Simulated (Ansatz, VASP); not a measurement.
**One calculation of TiO2, two programs**

```
Ti O
1.0
     1.60935    0.92916    5.24767
    -1.60935    0.92916    5.24767
     0.00000   -1.85832    5.24767
Ti O
1 2
Direct
  0.00000 0.00000 0.00000
  0.60176 0.60176 0.60176
  0.39824 0.39824 0.39824
```

Alike in both runs: task single point; functional PBE; dispersion D3(BJ); k mesh 9 × 9 × 9; occupations gaussian, width 0.05 eV; no spin polarisation; Hubbard terms Ti d U = 4.0 eV.

```csv
,VASP,Ansatz
version,VASP 6.6.1,Ansatz 0.2.0
potentials or method,"VASP PAW PBE potentials, release 64 (Ti_sv, O), cutoff 520 eV","scalar-relativistic, plane waves, PAW"
valence electrons in the cell,24,24
```

Ansatz gave:

| Quantity | Value |
| --- | --- |
| gap on the k mesh at the Fermi level (eV) | 2.37 |
| least direct gap on the mesh (eV) | 2.54 |
| pressure (GPa) | -23.4 |
| traceless stress, the component that is largest in VASP (GPa) | 7.98 |
| rms of the force components (eV/Å) | 1.001 |

What did VASP give for the same quantities?

gap on the k mesh at the Fermi level (eV): 2.40; least direct gap on the mesh (eV): 2.61; pressure (GPa): -22.1; traceless stress, the component that is largest in VASP (GPa): 8.11; rms of the force components (eV/Å): 0.893.

The programs project onto different local orbitals, so the same U acts differently, and such runs can settle in different states. Atom by atom the forces differ by 0.108 eV/Å (rms over components).
